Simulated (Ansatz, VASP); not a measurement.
**MnO: VASP beside Ansatz**

```xyz
4
Lattice="0.0000 2.2696 2.2696 2.2696 0.0000 2.2696 4.4802 4.4802 0.0590" Properties=species:S:1:pos:R:3 pbc="T T T"
Mn    0.0000    0.0000    0.0000
Mn    2.2401    2.2401    0.0295
O     2.2548    2.2548    2.2844
O     4.4949    4.4949    2.3139
```

Alike in both runs: task single point; functional PBE; k mesh 12 × 12 × 6; occupations gaussian, width 0.05 eV; collinear spin; Hubbard terms Mn d U = 3.9 eV.

|  | VASP | Ansatz |
| --- | --- | --- |
| version | VASP 6.6.1 | Ansatz 0.2.0 |
| potentials or method | VASP PAW PBE potentials, release 64 (Mn_pv, O), cutoff 520 eV | scalar-relativistic, plane waves, PAW |
| valence electrons in the cell | 38 | 42 |

VASP gave:

- gap on the k mesh at the Fermi level (eV): 1.62
- pressure (GPa): -1.5
- net moment per atom (μB): 0.00
- size of the moment on the site where the two differ most (μB): 4.58

**Question.** What did Ansatz give for the same quantities?

**Answer.** gap on the k mesh at the Fermi level (eV): 1.60; pressure (GPa): 0.0; net moment per atom (μB): 0.00; size of the moment on the site where the two differ most (μB): 4.27.

Site moments also hang on the region over which each program counts them. The programs project onto different local orbitals, so the same U acts differently, and such runs can settle in different states. VASP's potentials hold 38 valence electrons a cell and Ansatz's 42, so a difference there can come from the potentials and not from the codes.
